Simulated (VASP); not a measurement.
Write the native input for VASP 6.6.1 that does the following.

* Task: relaxation of cell and atoms
* Functional: PBE
* Potentials or basis: VASP PAW PBE potentials, release 64 (Hf_pv, Bi_d, O)
* Cutoff: 600 eV
* k mesh: 12 × 12 × 4
* Occupations: gaussian, width 0.1 eV
* Spin: no spin polarisation
* Dipole correction: no
* Further INCAR settings: ALGO = Normal; EDIFF = 1e-06; IBRION = 2; EDIFFG = -0.01; NSW = 100; ISIF = 3

The structure of HfBi2O2 lies in POSCAR:

```
HfBi2O2
1.0
    3.7219639369      0.0000000000      0.0000000000
   -1.8609819684      3.2233153213      0.0000000000
    0.0000000000      0.0000000000      9.6577819605
Hf Bi O
1 2 2
Direct
    0.0000000000      0.0000000000      0.0000000000
    0.0000000000      0.0000000000      0.6581521952
    0.0000000000      0.0000000000      0.3418478048
    0.3333333333      0.6666666667      0.0000000000
    0.6666666667      0.3333333333      0.0000000000
```

The input as run:

INCAR

```
PREC     = Accurate       # precision mode
ENCUT    = 600            # plane-wave cutoff, eV
EDIFF    = 1E-6           # SCF threshold, eV
ISMEAR   = 0              # smearing method
SIGMA    = 0.1            # smearing width, eV
LREAL    = False          # projectors in reciprocal space
LASPH    = True           # aspherical terms in the spheres
NELM     = 60             # most SCF steps
ALGO     = Normal         # electronic algorithm
ISIF     = 3              # what is computed and relaxed
LWAVE    = False          # write WAVECAR
LCHARG   = False          # write CHGCAR
GGA      = PE             # functional
IBRION   = 2              # ionic algorithm
NSW      = 100            # ionic steps
EDIFFG   = -0.01          # ionic threshold
```

KPOINTS

```
Automatic mesh
0
Gamma
  12 12 4
```

Potentials or basis: VASP PAW PBE potentials, release 64 (Hf_pv, Bi_d, O).

Run with:

```console
$ cat potpaw_PBE.64/Hf_pv/POTCAR potpaw_PBE.64/Bi_d/POTCAR potpaw_PBE.64/O/POTCAR > POTCAR
$ mpirun -np 1 vasp_std > vasp.out
```

It gave:

```json
{"Relaxed volume": "23.16 Å³/atom", "Relaxed cell": "a = 3.708 Å, b = 3.708 Å, c = 9.726 Å, α = 90.00°, β = 90.00°, γ = 120.00°", "Space group after relaxing (to 0.05 Å)": "P6/mmm (No. 191)", "Energy gained by relaxing": "1.3 meV/atom", "Ionic steps": "8", "Pressure after relaxing": "0.0 GPa", "Band gap on the k mesh": "zero (band 26 reaches 7.47 eV, above the bottom of band 27 at 3.41 eV)"}
```

Caveat: spin-orbit coupling is left out, which moves the levels of the heavy elements.

Run time: 10 min on 1 thread of Intel(R) Xeon(R) 6975P-C (Granite Rapids) (shared host), peak memory 0.44 GiB.
